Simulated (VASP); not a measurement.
Input of a VASP 6.6.1 run:

File INCAR:

```
PREC = Accurate
ENCUT = 520
EDIFF = 1E-6
ISMEAR = -1
SIGMA = 0.1
LREAL = F
LASPH = T
NELM = 100
ALGO = Normal
ISIF = 2
LWAVE = F
LCHARG = T
GGA = PE
LELF = T
LVHAR = T
NBANDS = 10
```

File KPOINTS:

```
Automatic mesh
0
Gamma
  12 12 12
```

POSCAR

```
Cs
1.0
   -3.0771544685      3.0771544685      3.0771544685
    3.0771544685     -3.0771544685      3.0771544685
    3.0771544685      3.0771544685     -3.0771544685
Cs
1
Direct
    0.0000000000      0.0000000000      0.0000000000
```

Potentials or basis: VASP PAW PBE potentials, release 64 (Cs_sv).

Run with:

```bash
$ cat potpaw_PBE.64/Cs_sv/POTCAR > POTCAR
$ mpirun -np 1 vasp_std > vasp.out
```

(1) What does it give for the pressure?

(2) Estimate the band gap on the k mesh.

Answers

(1) 0.0 GPa.

(2) zero (an odd number of electrons rules out a gap without spin polarisation).

Caveat: spin-orbit coupling is left out, which moves the levels of the heavy elements.
